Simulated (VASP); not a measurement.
# BaTiO3 (Cm) in VASP: single point with PBE+U

Aim: the single point of BaTiO3 with PBE+U.

All numbers are computed with VASP 6.6.1; they aren't measurements. Logs are shortened: lines on timing, memory, paths and dates and some standing lists are left out, and cuts for length are marked.

**1. The cell of the first run**

It takes space group Cm (No. 8, monoclinic). The conventional cell has a = 5.738 Å, b = 5.721 Å, c = 4.051 Å, α = 90.00°, β = 90.24°, γ = 90.00°. Within 4.1 Å of Ba (site symmetry m) lie 12 O at 2.80 to 2.94 Å and 8 Ti at 3.20 to 3.81 Å and 6 Ba at 4.05 Å. Within 2.4 Å of Ti (site symmetry m) lie 6 O at 1.80 to 2.29 Å. Within 2.6 Å of O (site symmetry m) lie 2 Ti at 1.93 to 2.17 Å. Within 2.4 Å of O (site symmetry 1) lie 2 Ti at 1.80 to 2.29 Å.

**2. Single point, PBE+U (atom 2 (Ti) moved by (+0.300, +0.000) A along y and z)**

Contents of INCAR:

```
SYSTEM = BaTiO3
ALGO = Normal ; EDIFF = 1E-6
ENCUT = 520 ; GGA = PE
ISIF = 2 ; ISMEAR = 0
LASPH = .TRUE. ; LCHARG = .FALSE.
LDAU = .TRUE. ; LDAUJ = 0 0 0
LDAUL = -1 2 -1 ; LDAUPRINT = 1
LDAUTYPE = 2 ; LDAUU = 0 4 0
LMAXMIX = 4 ; LREAL = .FALSE.
LWAVE = .FALSE. ; NBANDS = 28
NELM = 150 ; PREC = Accurate
SIGMA = 0.05
```

Contents of KPOINTS:

```
k-points
0
G
  6 6 6
  0 0 0
```

Contents of POSCAR:

```
BaTiO3
1.0
    2.8603720851      1.6514365933      2.3460535783
   -2.8603720851      1.6514365933      2.3460535783
    0.0000000000     -3.3028731867      2.3460535783
Ba Ti O
1 1 3
Direct
    0.0026800181      0.0026800181      0.0026800181
    0.5430759204      0.5430759204      0.4522459118
    0.4903227049      0.4903227049      0.9825753212
    0.4903227049      0.9825753212      0.4903227049
    0.9825753212      0.4903227049      0.4903227049
```

Potentials or basis: VASP PAW PBE potentials, release 64 (Ba_sv, Ti_sv, O).

Started as:

```sh
> cat potpaw_PBE.64/Ba_sv/POTCAR potpaw_PBE.64/Ti_sv/POTCAR potpaw_PBE.64/O/POTCAR > POTCAR
> mpirun -np 1 vasp_std > vasp.out
```

OUTCAR:

```text
SYSTEM = BaTiO3
   EDIFF = 1E-6
   ENCUT = 520
   GGA = PE
   ISIF = 2
   ISMEAR = 0
   LASPH = .TRUE.
   LREAL = .FALSE.
   NELM = 150
   PREC = Accurate

 ion  position               nearest neighbor table
   1  0.003  0.003  0.003-   3 2.80   4 2.80   5 2.80   3 2.86   3 2.86   5 2.86   4 2.86   4 2.86
                             5 2.86   3 2.94   4 2.94   5 2.94   2 3.20   2 3.40   2 3.40   2 3.46
   2  0.543  0.543  0.452-   4 1.80   5 1.80   3 1.93   3 2.17   4 2.29   5 2.29   1 3.20   1 3.40
                             1 3.40   1 3.46   1 3.60   1 3.63   1 3.63   1 3.81
   3  0.490  0.490  0.983-   2 1.93   2 2.17   1 2.80   1 2.86   1 2.86   1 2.94
   4  0.490  0.983  0.490-   2 1.80   2 2.29   1 2.80   1 2.86   1 2.86   1 2.94
   5  0.983  0.490  0.490-   2 1.80   2 2.29   1 2.80   1 2.86   1 2.86   1 2.94

  LATTYP: Found a trigonal (rhomboedric) cell.
 ALAT       =     4.0512885208
 COS(alpha) =     0.0030148013

  Lattice vectors:

 A1 = (   2.8603720851,   1.6514365933,   2.3460535783)
 A2 = (  -2.8603720851,   1.6514365933,   2.3460535783)
 A3 = (   0.0000000000,  -3.3028731867,   2.3460535783)

Analysis of symmetry for initial positions (statically):
=====================================================================
 Subroutine PRICEL returns:
 Original cell was already a primitive cell.

 Routine SETGRP: Setting up the symmetry group for a
 trigonal (rhombohedral) supercell.

 Subroutine GETGRP returns: Found  2 space group operations
 (whereof  2 operations were pure point group operations)
 out of a pool of 12 trial point group operations.

The static configuration has the point symmetry C_1h.

Analysis of symmetry for dynamics (positions and initial velocities):
=====================================================================
 Subroutine PRICEL returns:
 Original cell was already a primitive cell.

 Routine SETGRP: Setting up the symmetry group for a
 trigonal (rhombohedral) supercell.

 Subroutine GETGRP returns: Found  2 space group operations
 (whereof  2 operations were pure point group operations)
 out of a pool of 12 trial point group operations.

The dynamic configuration has the point symmetry C_1h.

 Subroutine INISYM returns: Found  2 space group operations
 (whereof  2 operations are pure point group operations),
 and found     1 'primitive' translations

----------------------------------------------------------------------------------------

                                     Primitive cell

  volume of cell :      66.4926

  direct lattice vectors                    reciprocal lattice vectors
     2.860372085  1.651436593  2.346053578     0.174802433  0.100922232  0.142082575
    -2.860372085  1.651436593  2.346053578    -0.174802433  0.100922232  0.142082575
     0.000000000 -3.302873187  2.346053578     0.000000000 -0.201844464  0.142082575

  length of vectors
     4.051288521  4.051288521  4.051288521     0.246837286  0.246837286  0.246837286

  position of ions in fractional coordinates (direct lattice)
     0.002680018  0.002680018  0.002680018
     0.543075920  0.543075920  0.452245912
     0.490322705  0.490322705  0.982575321
     0.490322705  0.982575321  0.490322705
     0.982575321  0.490322705  0.490322705

  ion indices of the primitive-cell ions
   primitive index   ion index
                 1           1
                 2           2
                 3           3
                 4           4
                 5           5

[... 50 lines left out ...]
  0.500000  0.333333 -0.000000      4.000000
  0.500000 -0.000000 -0.333333      4.000000
 [... further k-points ...]
   k-points           NKPTS =     68   k-points in BZ     NKDIM =     68   number of bands    NBANDS=     28
   number of dos      NEDOS =    301   number of ions     NIONS =      5
   total plane-waves  NPLWV =  27000
   dimension x,y,z NGX =    30 NGY =   30 NGZ =   30
   dimension x,y,z NGXF=    60 NGYF=   60 NGZF=   60
   ions per type =               1   1   3
   NGX,Y,Z   is equivalent  to a cutoff of  12.31, 12.31, 12.31 a.u.
   NGXF,Y,Z  is equivalent  to a cutoff of  24.62, 24.62, 24.62 a.u.
 SYSTEM =  BaTiO3
   PREC   = accura    normal or accurate (medium, high low for compatibility)
   ISTART =      0    job   : 0-new  1-cont  2-samecut
   ICHARG =      2    charge: 1-file 2-atom 10-const
   ISPIN  =      1    spin polarized calculation?
   LNONCOLLINEAR =      F non collinear calculations
   LSORBIT =      F    spin-orbit coupling
   LASPH  =      T    aspherical Exc in radial PAW
   ENCUT  =  520.0 eV  38.22 Ry    6.18 a.u.   7.53  7.53  7.53*2*pi/ulx,y,z
   NELM   =    150;   NELMIN=  2; NELMDL= -5     # of ELM steps
   EDIFF  = 0.1E-05   stopping-criterion for ELM
   LREAL  =      F    real-space projection
   EDIFFG = 0.1E-04   stopping-criterion for IOM
   NSW    =      0    number of steps for IOM
   IBRION =     -1    ionic relax: 0-MD 1-quasi-New 2-CG
   NFREE  =      0    steps in history (QN), initial steepest desc. (CG)
   ISIF   =      2    stress and relaxation
   ISYM   =      2    0-nonsym 1-usesym 2-fastsym
   POTIM  = 0.5000    time-step for ionic-motion
   TEBEG  =    0.0;   TEEND  =   0.0 temperature during run
   PSTRESS=    0.0 pullay stress
   NELECT =      40.0000    total number of electrons
   NUPDOWN=      -1.0000    fix difference up-down
   EMIN   =  10.00;   EMAX   =-10.00  energy-range for DOS
   EFERMI =   0.00;   METHOD = LEGACY
   ISMEAR =     0;   SIGMA  =   0.05  broadening in eV -4-tet -1-fermi 0-gaus
   EFERMI_NEDOS =   21; number of points for ismear=-14 and -15
   IALGO  =     38    algorithm
   IMIX   =      4    mixing-type and parameters
     AMIX     =   0.40;   BMIX     =  1.00
     AMIX_MAG =   1.60;   BMIX_MAG =  1.00
  volume/ion in A,a.u.               =      13.30        89.74
  Fermi-wavevector in a.u.,A,eV,Ry     =   1.381986  2.611575 25.985565  1.909885
  Thomas-Fermi vector in A             =   2.506719
   LORBIT       =      0    0 simple, 1 ext, 2 COOP (PROOUT), +10 PAW based schemes
 LDA+U is selected, type is set to LDAUTYPE =  2
   angular momentum for each species LDAUL =    -1    2   -1
   U (eV)           for each species LDAUU =   0.0  4.0  0.0
   J (eV)           for each species LDAUJ =   0.0  0.0  0.0
   GGA     = PE    functional components
   LHFCALC =     F    Hartree Fock is set to
   AEXX    =    0.0000 exact exchange contribution
   IVDW    =     0    specifies the selected vdW correction
   LEPSILON=     F    determine dielectric tensor
   LRPA    =     F    only Hartree local field effects (RPA)
 non-spin polarized calculation
 Gauss-broadening in eV      SIGMA  =   0.05
  energy-cutoff  :      520.00
  volume of cell :       66.49
 maximum number of plane-waves:      1812
   NGX = 15   NGY = 15   NGZ = 15

atom =   2  type =  2  l = 2

 onsite density matrix

spin component  1

  0.1520  0.0000  0.0000  0.0615  0.0000
  0.0000  0.1837 -0.0087  0.0000  0.0566
  0.0000 -0.0087  0.1231  0.0000 -0.0176
  0.0615  0.0000  0.0000  0.2385  0.0000
  0.0000  0.0566 -0.0176  0.0000  0.1798

spin component  2

  0.1520  0.0000  0.0000  0.0615  0.0000
  0.0000  0.1837 -0.0087  0.0000  0.0566
  0.0000 -0.0087  0.1231  0.0000 -0.0176
  0.0615  0.0000  0.0000  0.2385  0.0000
  0.0000  0.0566 -0.0176  0.0000  0.1798

 occupancies and eigenvectors

  o =  0.1156  v =  0.0000  0.3077 -0.8128  0.0000 -0.4947  0.0000  0.0000  0.0000  0.0000  0.0000      0.0000  0.0000  0.0000  0.0000  0.0000  0.0000  0.0000  0.0000  0.0000  0.0000
  o =  0.1156  v =  0.0000  0.0000  0.0000  0.0000  0.0000  0.0000  0.3077 -0.8128  0.0000 -0.4947      0.0000  0.0000  0.0000  0.0000  0.0000  0.0000  0.0000  0.0000  0.0000  0.0000
  o =  0.1200  v =  0.0000  0.0000  0.0000  0.0000  0.0000 -0.8874  0.0000  0.0000  0.4610  0.0000      0.0000  0.0000  0.0000  0.0000  0.0000  0.0000  0.0000  0.0000  0.0000  0.0000
  o =  0.1200  v = -0.8874  0.0000  0.0000  0.4610  0.0000  0.0000  0.0000  0.0000  0.0000  0.0000      0.0000  0.0000  0.0000  0.0000  0.0000  0.0000  0.0000  0.0000  0.0000  0.0000
  o =  0.1297  v =  0.0000 -0.6397 -0.5616  0.0000  0.5248  0.0000  0.0000  0.0000  0.0000  0.0000      0.0000  0.0000  0.0000  0.0000  0.0000  0.0000  0.0000  0.0000  0.0000  0.0000
  o =  0.1297  v =  0.0000  0.0000  0.0000  0.0000  0.0000  0.0000 -0.6397 -0.5616  0.0000  0.5248      0.0000  0.0000  0.0000  0.0000  0.0000  0.0000  0.0000  0.0000  0.0000  0.0000
  o =  0.2413  v =  0.0000 -0.7044  0.1550  0.0000 -0.6927  0.0000  0.0000  0.0000  0.0000  0.0000      0.0000  0.0000  0.0000  0.0000  0.0000  0.0000  0.0000  0.0000  0.0000  0.0000
  o =  0.2413  v =  0.0000  0.0000  0.0000  0.0000  0.0000  0.0000 -0.7044  0.1550  0.0000 -0.6927      0.0000  0.0000  0.0000  0.0000  0.0000  0.0000  0.0000  0.0000  0.0000  0.0000
  o =  0.2704  v = -0.4610  0.0000  0.0000 -0.8874  0.0000  0.0000  0.0000  0.0000  0.0000  0.0000      0.0000  0.0000  0.0000  0.0000  0.0000  0.0000  0.0000  0.0000  0.0000  0.0000
  o =  0.2704  v =  0.0000  0.0000  0.0000  0.0000  0.0000 -0.4610  0.0000  0.0000 -0.8874  0.0000      0.0000  0.0000  0.0000  0.0000  0.0000  0.0000  0.0000  0.0000  0.0000  0.0000

 number of electron      40.0000004 magnetization

 Free energy of the ion-electron system (eV)
  ---------------------------------------------------
  ext. energy  EPLUGINS =         0.00000000
  ---------------------------------------------------
  free energy    TOTEN  =       -36.93343885 eV

  energy without entropy =      -36.93343885  energy(sigma->0) =      -36.93343885

 E-fermi :   4.0214     XC(G=0): -11.0393

 val. band max:        3.6351039015   @ k =   0.5000   0.5000   0.5000
 cond. band min:       6.8793285725   @ k =  -0.0000  -0.0000   0.1667
 fundamental gap:      3.2442246710
 Fermi energy:         4.0214394533

 k-point     1 :       0.0000    0.0000    0.0000
  band No.  band energies     occupation
      1     -53.5151      2.00000
      2     -29.7961      2.00000
      3     -29.7858      2.00000
      4     -29.6909      2.00000
      5     -21.3519      2.00000
      6     -13.1885      2.00000
[... 733 lines left out ...]
     27      11.4769      0.00000
     28      12.7492      0.00000

 [... further k-points ...]
[... 5 lines left out ...]
  --------------------------------------------------------------------------------------
  -------------------------------------------------------------------------------------
  Total        4.5263018      3.0773055      2.9647715      0.0000000      1.5774861      0.0000000
  in kB      109.0637640     74.1493903     71.4378199      0.0000000     38.0104075      0.0000000
  external PRESSURE =      84.8836581 kB  Pullay stress =       0.0000000 kB

 VOLUME and BASIS-vectors are now :
 -----------------------------------------------------------------------------
  energy-cutoff  :      520.00
  volume of cell :       66.49
      direct lattice vectors                 reciprocal lattice vectors
     2.860372085  1.651436593  2.346053578     0.174802433  0.100922232  0.142082575
    -2.860372085  1.651436593  2.346053578    -0.174802433  0.100922232  0.142082575
     0.000000000 -3.302873187  2.346053578     0.000000000 -0.201844464  0.142082575

 POSITION                                       TOTAL-FORCE (eV/Angst)
 -----------------------------------------------------------------------------------
      0.00000     -0.00000      0.01886         0.000000      1.100074      0.012784
      0.00000      0.30000      3.60916         0.000000     -2.735120     -1.930770
      0.00000     -1.62585      4.60582         0.000000      0.056299      0.359164
     -1.40803      0.81292      4.60582        -0.902893      0.789373      0.779411
      1.40803      0.81292      4.60582         0.902893      0.789373      0.779411
 -----------------------------------------------------------------------------------
    total drift:                                0.000000      0.000641      0.000449

  FREE ENERGIE OF THE ION-ELECTRON SYSTEM (eV)
  ---------------------------------------------------
  free  energy   TOTEN  =       -36.9334388520 eV

  energy  without entropy=      -36.9334388520  energy(sigma->0) =      -36.93343885
```

Wall time 95 s (1 thread of Intel Xeon Platinum 8259CL at 2.50GHz (Skylake/Cascade Lake), shared host); peak memory 0.26 GiB.

Results:

```
Free energy            : -36.9334 eV
Pressure               : 8.5 GPa
Largest force          : 3.348 eV/Å
Band gap on the k mesh : 3.24 eV (least direct gap 3.79 eV)
```

Forces on the atoms (eV/Å):
```
Ba   0.000  1.100  0.013
Ti   0.000 -2.735 -1.931
O    0.000  0.056  0.359
O   -0.903  0.789  0.779
O    0.903  0.789  0.779
```

Levels at points of the mesh, in eV from the valence-band top:
| k point | band 17 | band 18 | band 19 | band 20 | band 21 | band 22 | band 23 | band 24 |
| --- | --- | --- | --- | --- | --- | --- | --- | --- |
| (0.00, 0.00, 0.00) | -1.22 | -0.79 | -0.72 | -0.65 | 3.27 | 3.37 | 3.59 | 4.76 |
| (0.50, 0.00, 0.00) | -1.72 | -1.67 | -1.17 | -0.93 | 3.54 | 4.26 | 4.56 | 4.82 |
| (0.00, 0.00, 0.50) | -1.51 | -1.50 | -1.24 | -1.13 | 3.75 | 4.07 | 4.51 | 4.87 |
| (0.50, 0.50, 0.00) | -1.63 | -0.89 | -0.74 | -0.31 | 4.29 | 4.48 | 4.72 | 5.16 |
| (0.50, 0.00, 0.50) | -1.67 | -1.16 | -1.03 | -0.11 | 4.26 | 4.45 | 4.75 | 5.00 |
| (0.50, 0.50, 0.50) | -2.11 | -0.24 | -0.04 | 0.00 | 4.32 | 4.88 | 4.93 | 6.07 |

Eigenvalues of the final occupation matrices:
```tsv
site	spin	trace	eigenvalues
site 2 d	1	0.88	0.12 0.12 0.13 0.24 0.27
site 2 d	2	0.88	0.12 0.12 0.13 0.24 0.27
```

Caveat: the cell differs from its parent crystal (atom 2 (Ti) moved by (+0.300, +0.000) A along y and z); the cell stands under pressure; spin-orbit coupling is left out, which moves the levels of the heavy elements; forces of over 1 eV/Å act on the atoms, so gaps and moduli don't describe the material at rest. A k mesh can miss the band edges.
